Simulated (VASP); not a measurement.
# BaSiS (P4/nmm) in VASP: single point with PBE

Aim: the single point of BaSiS with PBE.

All numbers are computed with VASP 6.6.1; they aren't measurements. Logs are shortened: lines on timing, memory, paths and dates and some standing lists are left out, and cuts for length are marked.

### Step 1. The cell of the first run

Symmetry: P4/nmm, No. 129, tetragonal system. The conventional cell has a = 3.921 Å, b = 3.921 Å, c = 9.044 Å, α = 90.00°, β = 90.00°, γ = 90.00°. Si (site symmetry -4m2) has 4 Si at 2.77 Å and 4 Ba at 3.04 Å within 3.7 Å. Within 4.0 Å of S (site symmetry 4mm) lie 5 Ba at 2.98 to 3.30 Å and 8 S at 3.54 to 3.92 Å and 4 Si at 3.94 Å. Ba (site symmetry 4mm) has 5 S at 2.98 to 3.30 Å and 4 Si at 3.04 Å and 4 Ba at 3.92 Å within 4.0 Å.

### Step 2. Single point, PBE

Contents of POSCAR:

```
BaSiS
1.0
    3.9206510000      0.0000000000      0.0000000000
    0.0000000000      3.9206510000      0.0000000000
    0.0000000000      0.0000000000      9.0443270000
Si S Ba
2 2 2
Direct
    0.0000000000      0.0000000000      0.0000000000
    0.5000000000      0.5000000000      0.0000000000
    0.5000000000      0.0000000000      0.6219000000
    0.0000000000      0.5000000000      0.3781000000
    0.5000000000      0.0000000000      0.2574000000
    0.0000000000      0.5000000000      0.7426000000
```

Contents of INCAR.step1:

```
SYSTEM = BaSiS
PREC = Accurate
ENCUT = 400
EDIFF = 1E-6
ISMEAR = -1
SIGMA = 0.1
LREAL = .False.
LASPH = .True.
NELM = 120
ALGO = Normal
ISIF = 2
LWAVE = .False.
LCHARG = .True.
GGA = PE
NBANDS = 29
GGA_COMPAT = .False.
NEDOS = 2001
LORBIT = 11
```

Contents of KPOINTS.step1:

```
Automatic mesh
0
Gamma
  9 9 4
  0 0 0
```

Contents of INCAR.step2:

```
SYSTEM = BaSiS
PREC = Accurate
ENCUT = 400
EDIFF = 1E-6
ISMEAR = -5
SIGMA = 0.1
LREAL = .False.
LASPH = .True.
NELM = 120
ALGO = Normal
ISIF = 2
LWAVE = .False.
LCHARG = .False.
GGA = PE
LORBIT = 11
NEDOS = 2001
ICHARG = 11
GGA_COMPAT = .False.
```

Contents of KPOINTS.step2:

```
Automatic mesh
0
Gamma
  14 14 6
  0 0 0
```

Potentials or basis: VASP PAW PBE potentials, release 64 (Si, S, Ba_sv).

Started as:

```
cat potpaw_PBE.64/Si/POTCAR potpaw_PBE.64/S/POTCAR potpaw_PBE.64/Ba_sv/POTCAR > POTCAR
cp INCAR.step1 INCAR
cp KPOINTS.step1 KPOINTS
mpirun -np 1 vasp_std > vasp.out
cp INCAR.step2 INCAR
cp KPOINTS.step2 KPOINTS
mpirun -np 1 vasp_std > vasp.out
```

OUTCAR:

```text
SYSTEM = BaSiS
   PREC = Accurate
   ENCUT = 400
   EDIFF = 1E-6
   ISMEAR = -5
   LREAL = .False.
   LASPH = .True.
   NELM = 120
   ISIF = 2
   GGA = PE
   LORBIT = 11
   ICHARG = 11

 ion  position               nearest neighbor table
   1  0.000  0.000  0.000-   2 2.77   2 2.77   2 2.77   2 2.77   6 3.04   6 3.04   5 3.04   5 3.04

   2  0.500  0.500  0.000-   1 2.77   1 2.77   1 2.77   1 2.77   5 3.04   6 3.04   6 3.04   5 3.04

   3  0.500  0.000  0.622-   6 2.98   6 2.98   6 2.98   6 2.98   5 3.30
   4  0.000  0.500  0.378-   5 2.98   5 2.98   5 2.98   5 2.98   6 3.30
   5  0.500  0.000  0.257-   4 2.98   4 2.98   4 2.98   4 2.98   2 3.04   1 3.04   1 3.04   2 3.04
                             3 3.30
   6  0.000  0.500  0.743-   3 2.98   3 2.98   3 2.98   3 2.98   2 3.04   2 3.04   1 3.04   1 3.04
                             4 3.30

  LATTYP: Found a simple tetragonal cell.
 ALAT       =     3.9206510000
 C/A-ratio  =     2.3068431748

  Lattice vectors:

 A1 = (   3.9206510000,   0.0000000000,   0.0000000000)
 A2 = (   0.0000000000,   3.9206510000,   0.0000000000)
 A3 = (   0.0000000000,   0.0000000000,   9.0443270000)

Analysis of symmetry for initial positions (statically):
=====================================================================
 Subroutine PRICEL returns:
 Original cell was already a primitive cell.

 Routine SETGRP: Setting up the symmetry group for a
 simple tetragonal supercell.

 Subroutine GETGRP returns: Found 16 space group operations
 (whereof  8 operations were pure point group operations)
 out of a pool of 16 trial point group operations.

The static configuration has the point symmetry D_2d.
 The point group associated with its full space group is D_4h.

Analysis of symmetry for dynamics (positions and initial velocities):
=====================================================================
 Subroutine PRICEL returns:
 Original cell was already a primitive cell.

 Routine SETGRP: Setting up the symmetry group for a
 simple tetragonal supercell.

 Subroutine GETGRP returns: Found 16 space group operations
 (whereof  8 operations were pure point group operations)
 out of a pool of 16 trial point group operations.

The dynamic configuration has the point symmetry D_2d.
 The point group associated with its full space group is D_4h.

 Subroutine INISYM returns: Found 16 space group operations
 (whereof  8 operations are pure point group operations),
 and found     1 'primitive' translations

----------------------------------------------------------------------------------------

                                     Primitive cell

  volume of cell :     139.0249

  direct lattice vectors                    reciprocal lattice vectors
     3.920651000  0.000000000  0.000000000     0.255059683  0.000000000  0.000000000
     0.000000000  3.920651000  0.000000000     0.000000000  0.255059683  0.000000000
     0.000000000  0.000000000  9.044327000     0.000000000  0.000000000  0.110566546

  length of vectors
     3.920651000  3.920651000  9.044327000     0.255059683  0.255059683  0.110566546

  position of ions in fractional coordinates (direct lattice)
     0.000000000  0.000000000  0.000000000
     0.500000000  0.500000000  0.000000000
     0.500000000  0.000000000  0.621900000
     0.000000000  0.500000000  0.378100000
     0.500000000  0.000000000  0.257400000
     0.000000000  0.500000000  0.742600000

  ion indices of the primitive-cell ions
   primitive index   ion index
                 1           1
                 2           2
                 3           3
                 4           4
                 5           5
                 6           6

----------------------------------------------------------------------------------------

 KPOINTS: Automatic mesh

Automatic generation of k-mesh.
 Grid dimensions read from file:
 generate k-points for:   14   14    6

 Generating k-lattice:

  Cartesian coordinates                     Fractional coordinates (reciprocal lattice)
     0.018218549  0.000000000  0.000000000     0.071428571  0.000000000  0.000000000
     0.000000000  0.018218549  0.000000000     0.000000000  0.071428571  0.000000000
     0.000000000  0.000000000  0.018427758     0.000000000  0.000000000  0.166666667

  Length of vectors
     0.018218549  0.018218549  0.018427758

  Shift w.r.t. Gamma in fractional coordinates (k-lattice)
     0.000000000  0.000000000  0.000000000

 TETIRR: Found   1764 inequivalent tetrahedra from     7056

 Subroutine IBZKPT returns following result:
 ===========================================

 Found    144 irreducible k-points:

 Following reciprocal coordinates:
            Coordinates               Weight
  0.000000  0.000000  0.000000      1.000000
  0.071429  0.000000  0.000000      4.000000
  0.142857  0.000000  0.000000      4.000000
  0.214286  0.000000  0.000000      4.000000
  0.285714  0.000000  0.000000      4.000000
  0.357143  0.000000  0.000000      4.000000
[... 16 lines left out ...]
  0.285714  0.214286  0.000000      8.000000
  0.357143  0.214286  0.000000      8.000000
 [... further k-points ...]
   k-points           NKPTS =    144   k-points in BZ     NKDIM =    144   number of bands    NBANDS=     24
   number of dos      NEDOS =   2001   number of ions     NIONS =      6
   total plane-waves  NPLWV =  47040
   dimension x,y,z NGX =    28 NGY =   28 NGZ =   60
   dimension x,y,z NGXF=    56 NGYF=   56 NGZF=  120
   ions per type =               2   2   2
   NGX,Y,Z   is equivalent  to a cutoff of  11.87, 11.87, 11.03 a.u.
   NGXF,Y,Z  is equivalent  to a cutoff of  23.75, 23.75, 22.06 a.u.
 SYSTEM =  BaSiS
   PREC   = accura    normal or accurate (medium, high low for compatibility)
   ISTART =      0    job   : 0-new  1-cont  2-samecut
   ICHARG =     11    charge: 1-file 2-atom 10-const
   ISPIN  =      1    spin polarized calculation?
   LNONCOLLINEAR =      F non collinear calculations
   LSORBIT =      F    spin-orbit coupling
   LASPH  =      T    aspherical Exc in radial PAW
   ENCUT  =  400.0 eV  29.40 Ry    5.42 a.u.   6.39  6.39 14.75*2*pi/ulx,y,z
   NELM   =    120;   NELMIN=  2; NELMDL=  0     # of ELM steps
   EDIFF  = 0.1E-05   stopping-criterion for ELM
   LREAL  =      F    real-space projection
   EDIFFG = 0.1E-04   stopping-criterion for IOM
   NSW    =      0    number of steps for IOM
   IBRION =     -1    ionic relax: 0-MD 1-quasi-New 2-CG
   NFREE  =      0    steps in history (QN), initial steepest desc. (CG)
   ISIF   =      2    stress and relaxation
   ISYM   =      2    0-nonsym 1-usesym 2-fastsym
   POTIM  = 0.5000    time-step for ionic-motion
   TEBEG  =    0.0;   TEEND  =   0.0 temperature during run
   PSTRESS=    0.0 pullay stress
   NELECT =      40.0000    total number of electrons
   NUPDOWN=      -1.0000    fix difference up-down
   EMIN   =  10.00;   EMAX   =-10.00  energy-range for DOS
   EFERMI =   0.00;   METHOD = LEGACY
   ISMEAR =    -5;   SIGMA  =   0.10  broadening in eV -4-tet -1-fermi 0-gaus
   EFERMI_NEDOS =   21; number of points for ismear=-14 and -15
   IALGO  =     38    algorithm
   IMIX   =      4    mixing-type and parameters
     AMIX     =   0.40;   BMIX     =  1.00
     AMIX_MAG =   1.60;   BMIX_MAG =  1.00
  volume/ion in A,a.u.               =      23.17       156.36
  Fermi-wavevector in a.u.,A,eV,Ry     =   1.080763  2.042347 15.892278  1.168049
  Thomas-Fermi vector in A             =   2.216763
   LORBIT       =     11    0 simple, 1 ext, 2 COOP (PROOUT), +10 PAW based schemes
   GGA     = PE    functional components
   LHFCALC =     F    Hartree Fock is set to
   AEXX    =    0.0000 exact exchange contribution
   IVDW    =     0    specifies the selected vdW correction
   LEPSILON=     F    determine dielectric tensor
   LRPA    =     F    only Hartree local field effects (RPA)
 non-spin polarized calculation
 Fermi weights with tetrahedron method with Bloechl corrections
  energy-cutoff  :      400.00
  volume of cell :      139.02
 maximum number of plane-waves:      2548
 NGX is ok and might be reduce to    28

 number of electron      39.9999998 magnetization

 Free energy of the ion-electron system (eV)
  ---------------------------------------------------
  ext. energy  EPLUGINS =         0.00000000
  ---------------------------------------------------
  free energy    TOTEN  =       -23.73420599 eV

  energy without entropy =      -23.73420599  energy(sigma->0) =      -23.73420599

 E-fermi :   4.1819     XC(G=0):  -9.9177

 val. band max:        4.2524766868   @ k =   0.5000   0.0000   0.3333
 cond. band min:       4.1384728520   @ k =   0.2857   0.0000   0.0000
 fundamental gap:     -0.1140038349
 Fermi energy:         4.1819408280

 k-point     1 :       0.0000    0.0000    0.0000
  band No.  band energies     occupation
      1     -22.0407      2.00000
      2     -22.0234      2.00000
      3      -8.9174      2.00000
      4      -7.8761      2.00000
      5      -7.1345      2.00000
      6      -7.1345      2.00000
[... 16 lines left out ...]
     23       6.5923      0.00000
     24       6.8397      0.00000

 k-point     2 :       0.0714    0.0000    0.0000
  band No.  band energies     occupation
      1     -22.0361      2.00000
      2     -22.0192      2.00000
      3      -8.8921      2.00000
      4      -7.8799      2.00000
      5      -7.4119      2.00000
      6      -7.2949      2.00000
[... 16 lines left out ...]
     23       6.7448      0.00000
     24       7.0017      0.00000
[... 565 lines left out ...]
     23       6.5553      0.00000
     24       8.3506      0.00000

 k-point    24 :       0.3571    0.2143    0.0000
  band No.  band energies     occupation
      1     -21.9297      2.00000
      2     -21.9238      2.00000
      3      -8.5996      2.00000
      4      -8.4882      2.00000
      5      -8.0308      2.00000
      6      -7.6066      2.00000
[... 16 lines left out ...]
     23       7.1503      0.00000
     24       8.5039      0.00000

 [... further k-points ...]

------------------------ aborting loop because EDIFF is reached ----------------------------------------

  FORCE on cell =-STRESS in cart. coord.  units (eV):
  Direction    XX          YY          ZZ          XY          YZ          ZX
  --------------------------------------------------------------------------------------
  -------------------------------------------------------------------------------------
  Total        7.8026637      7.8026637     14.3829044      0.0000000     -0.0000000     -0.0000000
  in kB       89.9209410     89.9209410    165.7542030      0.0000000     -0.0000000     -0.0000000
  external PRESSURE =     115.1986950 kB  Pullay stress =       0.0000000 kB

 VOLUME and BASIS-vectors are now :
 -----------------------------------------------------------------------------
  energy-cutoff  :      400.00
  volume of cell :      139.02
      direct lattice vectors                 reciprocal lattice vectors
     3.920651000  0.000000000  0.000000000     0.255059683  0.000000000  0.000000000
     0.000000000  3.920651000  0.000000000     0.000000000  0.255059683  0.000000000
     0.000000000  0.000000000  9.044327000     0.000000000  0.000000000  0.110566546

 POSITION                                       TOTAL-FORCE (eV/Angst)
 -----------------------------------------------------------------------------------
      0.00000      0.00000      0.00000         0.000000      0.000000     -0.000000
      1.96033      1.96033      0.00000         0.000000     -0.000000     -0.000000
      1.96033      0.00000      5.62467        -0.000000      0.000000      0.066233
      0.00000      1.96033      3.41966         0.000000      0.000000     -0.066233
      1.96033      0.00000      2.32801         0.000000      0.000000      3.387065
      0.00000      1.96033      6.71632        -0.000000      0.000000     -3.387065
 -----------------------------------------------------------------------------------
    total drift:                                0.000000      0.000000      0.000000

  FREE ENERGIE OF THE ION-ELECTRON SYSTEM (eV)
  ---------------------------------------------------
  free  energy   TOTEN  =       -23.7342059936 eV

  energy  without entropy=      -23.7342059936  energy(sigma->0) =      -23.73420599

 total charge

# of ion       s       p       d       tot
------------------------------------------
    1        0.860   0.729   0.000   1.589
    2        0.860   0.729   0.000   1.589
    3        1.354   2.375   0.000   3.728
    4        1.354   2.375   0.000   3.728
    5        2.041   5.567   0.557   8.165
    6        2.041   5.567   0.557   8.165
--------------------------------------------------
tot          8.509  17.341   1.115  26.964
```

Run time: 7.5 min. Hardware: 1 thread of Intel Xeon 8259CL, shared host; peak memory 0.43 GiB.

Results:

* Valence electrons inside the program's atomic spheres: Si 1.59; S 3.73; Ba 8.16

Levels at points of the mesh, in eV from the Fermi level:
```
           k point  band 16  band 17  band 18  band 19  band 20  band 21  band 22  band 23  band 24
(0.00, 0.00, 0.00)    -1.88    -0.66    -0.66     0.07     0.07     0.21     0.62     2.41     2.66
(0.50, 0.00, 0.00)    -1.23    -0.75    -0.75     0.04     0.04     0.27     0.27     1.42     1.42
(0.50, 0.50, 0.00)    -1.93    -1.60    -1.60    -1.12    -1.12     0.60     0.60     4.83     4.83
(0.00, 0.00, 0.50)    -1.03    -0.90    -0.90    -0.77     0.15     0.19     0.19     3.04     3.09
(0.50, 0.00, 0.50)    -1.26    -1.11    -1.11     0.07     0.07     0.36     0.36     1.56     1.56
(0.50, 0.50, 0.50)    -2.38    -1.13    -1.13    -0.37    -0.37     0.32     0.32     3.71     3.71
```

Caveat: spin-orbit coupling is left out, which moves the levels of the heavy elements; tetrahedron occupations give inexact forces and stress in metals.
